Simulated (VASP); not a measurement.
# Sr (C2/c) in VASP: single point with PBE

Aim: the single point of Sr with PBE.

All numbers are computed with VASP 6.6.1; they aren't measurements. Logs are shortened: lines on timing, memory, paths and dates and some standing lists are left out, and cuts for length are marked.

**1. The cell of the first run**

The typed cell holds 2 atoms: a = 5.412 Å, b = 5.412 Å, c = 5.413 Å, α = 97.25°, β = 97.25°, γ = 138.31°.

**2. Single point, PBE (49.30 Å³/atom)**

INCAR

```
  ALGO = Normal
  EDIFF = 1E-7
  ENCUT = 520
  GGA = PE
  ISIF = 2
  ISMEAR = -1
  LASPH = True
  LCHARG = False
  LREAL = False
  LWAVE = False
  NBANDS = 17
  NELM = 80
  PREC = Accurate
  SIGMA = 0.1
```

KPOINTS

```
k-points
0
Gamma
  15 15 10
```

POSCAR

```
Sr
1.0
   -3.5754718383      3.5771826867      1.9256468795
    3.5771826867     -3.5754718383      1.9256468795
    3.5782464738      3.5782464738     -1.9225134575
Sr
2
Direct
    0.0000618688      0.9999381312      1.0000000000
    0.7499381312      0.2500618688      0.5000000000
```

Potentials or basis: VASP PAW PBE potentials, release 64 (Sr_sv).

Run with:

```console
> cat potpaw_PBE.64/Sr_sv/POTCAR > POTCAR
> mpirun -np 1 vasp_std > vasp.out
```

OUTCAR:

```text
EDIFF = 1E-7
   ENCUT = 520
   GGA = PE
   ISIF = 2
   ISMEAR = -1
   LASPH = True
   LREAL = False
   NELM = 80
   PREC = Accurate

 ion  position               nearest neighbor table
   1  0.000  1.000  0.000-   2 3.70   2 3.70   2 3.71   2 3.71   2 4.60   2 4.60   2 4.60   2 4.60

   2  0.750  0.250  0.500-   1 3.70   1 3.70   1 3.71   1 3.71   1 4.60   1 4.60   1 4.60   1 4.60

  LATTYP: Found a base centered monoclinic cell.
 ALAT       =     3.8512945190
 B/A-ratio  =     2.6264885706
 C/A-ratio  =     1.4055778212
 COS(beta)  =    -0.3545593340

  Lattice vectors:

 A1 = (  -3.5754718383,   3.5771826867,   1.9256468795)
 A2 = (   3.5771826867,  -3.5754718383,   1.9256468795)
 A3 = (   3.5782464738,   3.5782464738,  -1.9225134575)

Analysis of symmetry for initial positions (statically):
=====================================================================
 Subroutine PRICEL returns:
 Original cell was already a primitive cell.

 Routine SETGRP: Setting up the symmetry group for a
 base centered monoclinic supercell.

 Subroutine GETGRP returns: Found  4 space group operations
 (whereof  2 operations were pure point group operations)
 out of a pool of  4 trial point group operations.

The static configuration has the point symmetry C_2 .
 The point group associated with its full space group is C_2h.

Analysis of symmetry for dynamics (positions and initial velocities):
=====================================================================
 Subroutine PRICEL returns:
 Original cell was already a primitive cell.

 Routine SETGRP: Setting up the symmetry group for a
 base centered monoclinic supercell.

 Subroutine GETGRP returns: Found  4 space group operations
 (whereof  2 operations were pure point group operations)
 out of a pool of  4 trial point group operations.

The dynamic configuration has the point symmetry C_2 .
 The point group associated with its full space group is C_2h.

 Subroutine INISYM returns: Found  4 space group operations
 (whereof  2 operations are pure point group operations),
 and found     1 'primitive' translations

----------------------------------------------------------------------------------------

                                     Primitive cell

  volume of cell :      98.5934

[... 83 lines left out ...]
   LNONCOLLINEAR =      F non collinear calculations
   LSORBIT =      F    spin-orbit coupling
   LASPH  =      T    aspherical Exc in radial PAW
   ENCUT  =  520.0 eV  38.22 Ry    6.18 a.u.  10.06 10.06 10.07*2*pi/ulx,y,z
   NELM   =     80;   NELMIN=  2; NELMDL= -5     # of ELM steps
   EDIFF  = 0.1E-06   stopping-criterion for ELM
   LREAL  =      F    real-space projection
   EDIFFG = 0.1E-05   stopping-criterion for IOM
   NSW    =      0    number of steps for IOM
   IBRION =     -1    ionic relax: 0-MD 1-quasi-New 2-CG
   NFREE  =      0    steps in history (QN), initial steepest desc. (CG)
   ISIF   =      2    stress and relaxation
   ISYM   =      2    0-nonsym 1-usesym 2-fastsym
   POTIM  = 0.5000    time-step for ionic-motion
   TEBEG  =    0.0;   TEEND  =   0.0 temperature during run
   PSTRESS=    0.0 pullay stress
   NELECT =      20.0000    total number of electrons
   NUPDOWN=      -1.0000    fix difference up-down
   EMIN   =  10.00;   EMAX   =-10.00  energy-range for DOS
   EFERMI =   0.00;   METHOD = LEGACY
   ISMEAR =    -1;   SIGMA  =   0.10  broadening in eV -4-tet -1-fermi 0-gaus
   EFERMI_NEDOS =   21; number of points for ismear=-14 and -15
   IALGO  =     38    algorithm
   IMIX   =      4    mixing-type and parameters
     AMIX     =   0.40;   BMIX     =  1.00
     AMIX_MAG =   1.60;   BMIX_MAG =  1.00
  volume/ion in A,a.u.               =      49.30       332.67
  Fermi-wavevector in a.u.,A,eV,Ry     =   0.961912  1.817751 12.589139  0.925276
  Thomas-Fermi vector in A             =   2.091326
   LORBIT       =      0    0 simple, 1 ext, 2 COOP (PROOUT), +10 PAW based schemes
   GGA     = PE    functional components
   LHFCALC =     F    Hartree Fock is set to
   AEXX    =    0.0000 exact exchange contribution
   IVDW    =     0    specifies the selected vdW correction
   LEPSILON=     F    determine dielectric tensor
   LRPA    =     F    only Hartree local field effects (RPA)
 non-spin polarized calculation
  energy-cutoff  :      520.00
  volume of cell :       98.59
 maximum number of plane-waves:      2675
   NGX = 21   NGY = 21   NGZ = 21

 number of electron      20.0000000 magnetization

 Free energy of the ion-electron system (eV)
  ---------------------------------------------------
  ext. energy  EPLUGINS =         0.00000000
  ---------------------------------------------------
  free energy    TOTEN  =        -2.76475400 eV

  energy without entropy =       -2.67227658  energy(sigma->0) =       -2.71851529

 E-fermi :   1.8102     XC(G=0):  -7.6790

 val. band max:        1.8100280046   @ k =   0.1333   0.1333   0.0000
 cond. band min:       1.8154780944   @ k =   0.2667   0.2667   0.4000
 fundamental gap:      0.0054500899
 Fermi energy:         1.8102481556

 k-point     1 :       0.0000    0.0000    0.0000
  band No.  band energies     occupation
      1     -34.6691      2.00000
      2     -34.6087      2.00000
      3     -16.8164      2.00000
      4     -16.8157      2.00000
      5     -16.5093      2.00000
      6     -16.5049      2.00000
[... 457 lines left out ...]
      4     -16.7726      2.00000
      5     -16.7116      2.00000
      6     -16.6988      2.00000
[... 9 lines left out ...]
     16       4.7140      0.00000
     17       5.0108      0.00000

 [... further k-points ...]

------------------------ aborting loop because EDIFF is reached ----------------------------------------

  FORCE on cell =-STRESS in cart. coord.  units (eV):
  Direction    XX          YY          ZZ          XY          YZ          ZX
  --------------------------------------------------------------------------------------
  -------------------------------------------------------------------------------------
  Total        0.7502371      0.7502371      0.8365872      0.0036115      0.0013306      0.0013306
  in kB       12.1916180     12.1916180     13.5948365      0.0586888      0.0216233      0.0216232
  external PRESSURE =      12.6593575 kB  Pullay stress =       0.0000000 kB

 VOLUME and BASIS-vectors are now :
 -----------------------------------------------------------------------------
  energy-cutoff  :      520.00
  volume of cell :       98.59
      direct lattice vectors                 reciprocal lattice vectors
    -3.575471838  3.577182687  1.925646879    -0.000167825  0.139640409  0.259591048
     3.577182687 -3.575471838  1.925646879     0.139640409 -0.000167825  0.259591048
     3.578246474  3.578246474 -1.922513458     0.139699905  0.139699905 -0.000124117

 POSITION                                       TOTAL-FORCE (eV/Angst)
 -----------------------------------------------------------------------------------
      3.57674     -3.57503      1.92565         0.000770     -0.000770     -0.000000
      0.00226      3.57770      0.96439        -0.000770      0.000770      0.000000
 -----------------------------------------------------------------------------------
    total drift:                                0.000000      0.000000     -0.000000

  FREE ENERGIE OF THE ION-ELECTRON SYSTEM (eV)
  ---------------------------------------------------
  free  energy   TOTEN  =        -2.7647539998 eV

  energy  without entropy=       -2.6722765773  energy(sigma->0) =       -2.71851529
```

Run time: 6.8 min. Hardware: 1 thread of Intel Xeon 6975P-C (Granite Rapids), shared host; peak memory 0.91 GiB.

What came out:

```
Free energy            : -2.7648 eV
Pressure               : 1.3 GPa
Band gap on the k mesh : zero (bands 10 and 11 overlap by 0.45 eV)
```

Levels at points of the mesh, in eV from the Fermi level:
| k point | band 8 | band 9 | band 10 | band 11 | band 12 | band 13 |
| --- | --- | --- | --- | --- | --- | --- |
| (0.00, 0.00, 0.00) | -18.29 | -3.59 | -0.50 | 0.70 | 1.12 | 1.76 |
| (0.00, 0.00, 0.50) | -18.30 | -1.86 | -1.86 | 1.10 | 1.10 | 1.77 |
